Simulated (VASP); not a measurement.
# MoS2 (R3m) in VASP: notebook, part 2 of 2

VASP 6.6.1. Earlier steps stand in the parts before.

## 5. Relaxation of cell and atoms, BLYP+D4

This run uses another cell than the first one, of 17.73 Å³/atom.

INCAR

```
SYSTEM = MoS2
  PREC = Accurate
  ENCUT = 600
  EDIFF = 1E-6
  ISMEAR = -1
  SIGMA = 0.05
  LREAL = .False.
  LASPH = .True.
  NELM = 100
  ALGO = Normal
  ISIF = 3
  LWAVE = .False.
  LCHARG = .False.
  GGA = B5
  ALDAX = 1.0
  AGGAX = 1.0
  AGGAC = 1.0
  ALDAC = 0.0
  IVDW = 13
  VDW_S6 = 1.0
  VDW_S8 = 2.34076671
  VDW_A1 = 0.44488865
  VDW_A2 = 4.0933009
  IBRION = 2
  NSW = 60
  EDIFFG = -0.01
```

KPOINTS

```
regular mesh
0
Gamma
  10 10 10
  0 0 0
```

POSCAR

```
MoS2
1.0
    1.5800000000      0.9122134253      6.1500000000
   -1.5800000000      0.9122134253      6.1500000000
    0.0000000000     -1.8244268506      6.1500000000
Mo S
1 2
Direct
    0.0000000000      0.0000000000      0.0000000000
    0.4170000000      0.4170000000      0.4170000000
    0.2500000000      0.2500000000      0.2500000000
```

Potentials or basis: VASP PAW PBE potentials, release 64 (Mo_sv, S).

Started as:

```sh
> cat potpaw_PBE.64/Mo_sv/POTCAR potpaw_PBE.64/S/POTCAR > POTCAR
> mpirun -np 1 vasp_std > vasp.out
```

OUTCAR:

```text
SYSTEM = MoS2
   PREC = Accurate
   ENCUT = 600
   EDIFF = 1E-6
   ISMEAR = -1
   LREAL = .False.
   LASPH = .True.
   NELM = 100
   ISIF = 3
   GGA = B5
   IVDW = 13
   IBRION = 2
   NSW = 60
   EDIFFG = -0.01

 ion  position               nearest neighbor table
   1  0.000  0.000  0.000-   3 2.39   3 2.39   3 2.39   2 2.39   2 2.39   2 2.39
   2  0.417  0.417  0.417-   1 2.39   1 2.39   1 2.39
   3  0.250  0.250  0.250-   1 2.39   1 2.39   1 2.39

  LATTYP: Found a trigonal (rhomboedric) cell.
 ALAT       =     6.4149071181
 COS(alpha) =     0.8786713335

  Lattice vectors:

 A1 = (   1.5800000000,   0.9122134253,   6.1500000000)
 A2 = (  -1.5800000000,   0.9122134253,   6.1500000000)
 A3 = (   0.0000000000,  -1.8244268506,   6.1500000000)

Analysis of symmetry for initial positions (statically):
=====================================================================
 Subroutine PRICEL returns:
 Original cell was already a primitive cell.

 Routine SETGRP: Setting up the symmetry group for a
 trigonal (rhombohedral) supercell.

 Subroutine GETGRP returns: Found  6 space group operations
 (whereof  6 operations were pure point group operations)
 out of a pool of 12 trial point group operations.

The static configuration has the point symmetry C_3v.

Analysis of symmetry for dynamics (positions and initial velocities):
=====================================================================
 Subroutine PRICEL returns:
 Original cell was already a primitive cell.

 Routine SETGRP: Setting up the symmetry group for a
 trigonal (rhombohedral) supercell.

 Subroutine GETGRP returns: Found  6 space group operations
 (whereof  6 operations were pure point group operations)
 out of a pool of 12 trial point group operations.

The dynamic configuration has the point symmetry C_3v.

 Subroutine INISYM returns: Found  6 space group operations
 (whereof  6 operations are pure point group operations),
 and found     1 'primitive' translations

----------------------------------------------------------------------------------------

                                     Primitive cell
[... 119 lines left out ...]
   LHFCALC =     F    Hartree Fock is set to
   AEXX    =    0.0000 exact exchange contribution
   IVDW    =    13    specifies the selected vdW correction
   LEPSILON=     F    determine dielectric tensor
   LRPA    =     F    only Hartree local field effects (RPA)
 conjugate gradient relaxation of ions
 non-spin polarized calculation
  energy-cutoff  :      600.00
  volume of cell :       53.18
 maximum number of plane-waves:      1803
 NGX is ok and might be reduce to    54
   NGX = 25   NGY = 25   NGZ = 25

--------------------------------------- Ionic step        1  -------------------------------------------

 number of electron      26.0000000 magnetization

 Free energy of the ion-electron system (eV)
  ---------------------------------------------------
  ext. energy  EPLUGINS =         0.00000000
  ---------------------------------------------------
  free energy    TOTEN  =       -19.13113311 eV

  energy without entropy =      -19.13113222  energy(sigma->0) =      -19.13113266

------------------------ aborting loop because EDIFF is reached ----------------------------------------

  DFT-D4 for vdW energy calculation

  Edisp (eV):   -2.48157
[... 32 lines left out ...]
--------------------------------------- Ionic step        2  -------------------------------------------

 number of electron      26.0000000 magnetization

 E-fermi :   7.2060     XC(G=0):  -9.8800

 val. band max:        6.7733273015   @ k =   0.5000   0.5000   0.5000
 cond. band min:       7.7444438749   @ k =  -0.2000   0.2000   0.0000
 fundamental gap:      0.9711165734
 Fermi energy:         7.2060489978

 k-point     1 :       0.0000    0.0000    0.0000
  band No.  band energies     occupation
      1     -54.5376      2.00000
      2     -28.7321      2.00000
      3     -28.5929      2.00000
      4     -28.5929      2.00000
      5      -7.4427      2.00000
      6      -6.1018      2.00000
[... 546 lines left out ...]
  FREE ENERGIE OF THE ION-ELECTRON SYSTEM (eV)
  ---------------------------------------------------
  free  energy   TOTEN  =       -21.6523028820 eV

  energy  without entropy=      -21.6523020609  energy(sigma->0) =      -21.65230247

[... ionic steps 4 to 14 ...]

--------------------------------------- Ionic step       15  -------------------------------------------

 number of electron      25.9999999 magnetization

------------------------ aborting loop because EDIFF is reached ----------------------------------------
[... 77 lines left out ...]
--------------------------------------- Ionic step       17  -------------------------------------------

 number of electron      25.9999999 magnetization

 Free energy of the ion-electron system (eV)
  ---------------------------------------------------
  ext. energy  EPLUGINS =         0.00000000
  ---------------------------------------------------
  free energy    TOTEN  =       -19.16664312 eV

  energy without entropy =      -19.16663645  energy(sigma->0) =      -19.16663979

 E-fermi :   8.6729     XC(G=0): -10.3795

 val. band max:        8.3526904713   @ k =   0.5000   0.5000   0.5000
 cond. band min:       9.1007253376   @ k =  -0.2000   0.2000   0.0000
 fundamental gap:      0.7480348663
 Fermi energy:         8.6729392206

 k-point     1 :       0.0000    0.0000    0.0000
  band No.  band energies     occupation
      1     -53.2242      2.00000
      2     -27.4661      2.00000
      3     -27.2906      2.00000
      4     -27.2906      2.00000
      5      -6.7085      2.00000
      6      -4.9276      2.00000
[... 505 lines left out ...]
  FREE ENERGIE OF THE ION-ELECTRON SYSTEM (eV)
  ---------------------------------------------------
  free  energy   TOTEN  =       -21.6738558746 eV

  energy  without entropy=      -21.6738492013  energy(sigma->0) =      -21.67385254

 reached required accuracy - stopping structural energy minimisation
```

CONTCAR:

```text
MoS2
   1.00000000000000
     1.6009792251974408    0.9243257866143615    5.9293750152948776
    -1.6009792251974408    0.9243257866143615    5.9293750152948776
     0.0000000000000000   -1.8486515732287230    5.9293750152948776
  Mo              S
     1     2
Direct
     0.0000737145121306    0.0000737145121306    0.0000737145121306
     0.4213620790385796    0.4213620790385796    0.4213620790385796
     0.2455642064492915    0.2455642064492915    0.2455642064492915

  0.00000000E+00  0.00000000E+00  0.00000000E+00
  0.00000000E+00  0.00000000E+00  0.00000000E+00
  0.00000000E+00  0.00000000E+00  0.00000000E+00
```

Wall time 58 min (1 thread of Intel Xeon Platinum 8488C (Sapphire Rapids), shared host); peak memory 0.52 GiB.

Results:

* Free energy: -21.6739 eV
* Relaxed volume: 17.55 Å³/atom
* Relaxed cell: a = 6.211 Å, b = 6.211 Å, c = 6.211 Å, α = 29.88°, β = 29.88°, γ = 29.88°
* Space group after relaxing (to 0.1 Å): R3m (No. 160)
* Energy gained by relaxing: 20.4 meV/atom
* Ionic steps: 17
* Pressure after relaxing: 0.0 GPa
* Largest force after relaxing: 0.009 eV/Å
* Band gap on the k mesh: 0.75 eV (least direct gap 1.83 eV)
* Dispersion energy per atom: -0.836 eV

Forces on the atoms (eV/Å):
```
Mo   0.000  0.000  0.000
S    0.000  0.000 -0.009
S    0.000  0.000  0.009
```

Step by step:
```tsv
step	energy change (eV)	largest force (eV/Å)	pressure (GPa)	volume (Å³)
1	0.0000	0.8994	5.61	53.18
2	0.1087	1.1786	-9.38	58.11
3	-0.0396	0.1354	0.02	54.70
4	-0.0397	0.0898	-0.33	54.80
5	-0.0397	0.1046	-0.23	54.77
6	-0.0447	0.1666	-0.33	54.68
7	-0.0335	0.3030	-0.46	54.52
8	-0.0366	0.2495	-0.56	54.34
9	-0.0432	0.1328	-0.83	53.80
10	-0.0439	0.2224	-1.20	52.71
11	-0.0458	0.1196	-1.01	53.23
12	-0.0607	0.0738	0.57	52.46
13	-0.0607	0.0708	0.52	52.48
14	-0.0609	0.0509	0.15	52.66
15	-0.0611	0.0352	-0.10	52.68
16	-0.0611	0.0188	-0.06	52.68
17	-0.0611	0.0091	0.03	52.65
```

Final structure:
```
CELL_PARAMETERS angstrom
1.60098 0.92433 5.92938
-1.60098 0.92433 5.92938
0.00000 -1.84865 5.92938
ATOMIC_POSITIONS crystal
Mo 0.00007 0.00007 0.00007
S 0.42136 0.42136 0.42136
S 0.24556 0.24556 0.24556
```

Levels at points of the mesh, in eV from the valence-band top:
```
           k point  band 10  band 11  band 12  band 13  band 14  band 15  band 16  band 17
(0.00, 0.00, 0.00)    -2.43    -2.43    -1.26    -0.96     1.73     1.73     2.13     2.13
(0.50, 0.00, 0.00)    -4.07    -2.36    -1.74    -1.51     1.32     1.70     3.00     3.30
(0.50, 0.50, 0.00)    -3.93    -3.07    -2.06    -1.34     1.24     1.84     2.77     3.62
(0.50, 0.50, 0.50)    -3.47    -2.37    -2.37     0.00     1.86     1.86     1.94     1.94
```

Caveat: semilocal functionals underestimate gaps, and a narrow one can read as zero; the PAW data sets were made with another functional, which shifts forces and pressure a little. BLYP gaps usually lie below the measured ones, often by a third to a half.

## 6. Single point, PBEsol, non-collinear spin, zero start, spin-orbit coupling

This run uses another cell than the first one, of 17.73 Å³/atom.

INCAR

```
SYSTEM = MoS2
PREC     = Accurate       ! precision mode
ENCUT    = 520            ! plane-wave cutoff, eV
EDIFF    = 1E-6           ! SCF threshold, eV
ISMEAR   = -1             ! smearing method
SIGMA    = 0.05           ! smearing width, eV
LREAL    = .FALSE.        ! projectors in reciprocal space
LASPH    = .TRUE.         ! aspherical terms in the spheres
NELM     = 150            ! most SCF steps
ALGO     = Normal         ! electronic algorithm
ISIF     = 2              ! what is computed and relaxed
LWAVE    = .FALSE.        ! write WAVECAR
LCHARG   = .FALSE.        ! write CHGCAR
MAGMOM   = 0 0 0 0 0 0 0 0 0 ! initial moments
LORBIT   = 11             ! projections on sites
LSORBIT  = .TRUE.         ! spin-orbit coupling
GGA_COMPAT= .FALSE.      
LORBMOM  = .TRUE.       
LMAXMIX  = 4              ! l up to which the mixer works
GGA      = PS             ! functional
NBANDS   = 39             ! bands
```

KPOINTS

```
regular mesh
0
G
  10 10 10
  0 0 0
```

POSCAR is that of step 5.

Potentials or basis: VASP PAW PBE potentials, release 64 (Mo_sv, S).

Started as:

```sh
> cat potpaw_PBE.64/Mo_sv/POTCAR potpaw_PBE.64/S/POTCAR > POTCAR
> mpirun -np 1 vasp_ncl > vasp.out
```

Run time: 76 min. Hardware: 1 thread of Oxide Virtual Turin-like, shared host; peak memory 1.1 GiB.

Results (log left out):

| Quantity | Value |
| --- | --- |
| Free energy | -23.5428 eV |
| Pressure | 0.3 GPa |
| Largest force | 0.262 eV/Å |
| Net moment | 0.00 μB per cell |
| Valence electrons inside the program's atomic spheres | Mo 12.53; S 3.69 |

Forces in eV/Å, atoms in the order of the input:
```
Mo   0.000  0.000  0.086
S    0.000  0.000  0.176
S    0.000  0.000 -0.262
```

Stress tensor (GPa, compression positive):
```
-0.64  0.00  0.00
 0.00 -0.64  0.00
 0.00  0.00  2.31
```

Moments on the atoms (μB; x, y, z):
```
Mo  0.00 0.00 0.00
S   0.00 0.00 0.00
S   0.00 0.00 0.00
```

Caveat: the PAW data sets were made with another functional, which shifts forces and pressure a little.

## 7. The runs side by side

| task | level | spin | cell | cutoff (eV) | smearing | gap on the mesh (eV) | pressure (GPa) | relaxed volume (Å³/atom) | largest force (eV/Å) |
| --- | --- | --- | --- | --- | --- | --- | --- | --- | --- |
| single point | BLYP+D4 | off | a = 6.214 Å, angles 29.8°, 3 atoms, atomic positions A | 520 | fermi-dirac 0.05 eV | 0.75 | 0.0 | - | 0.01 |
| single point | PBE | off | a = 6.415 Å, angles 28.5°, 3 atoms, atomic positions B | 520 | gaussian 0.03 eV | 0.97 | 5.2 | - | 0.51 |
| relaxation of cell and atoms | BLYP+D3(BJ) | off | relaxed from a = 6.415 Å, angles 28.5°, 3 atoms, atomic positions B | 600 | fermi-dirac 0.05 eV | 0.67 | 0.0 | 17.13 | 0.01 |
| relaxation of cell and atoms | BLYP+D4 | off | relaxed from a = 6.415 Å, angles 28.5°, 3 atoms, atomic positions B | 600 | fermi-dirac 0.05 eV | 0.75 | 0.0 | 17.55 | 0.01 |
| single point | PBEsol | non-collinear, zero start, SOC | a = 6.415 Å, angles 28.5°, 3 atoms, atomic positions B | 520 | fermi-dirac 0.05 eV | - | 0.3 | - | 0.26 |

Alike in all rows: potentials or basis VASP PAW PBE potentials, release 64 (Mo_sv, S); k mesh 10 × 10 × 10.

Caveats: the PAW data sets were made with another functional, which shifts forces and pressure a little (at least some runs); semilocal functionals underestimate gaps, and a narrow one can read as zero (at least some runs); the cell stands under pressure (at least some runs).

Absolute energies hang on the potentials; compare differences alone.
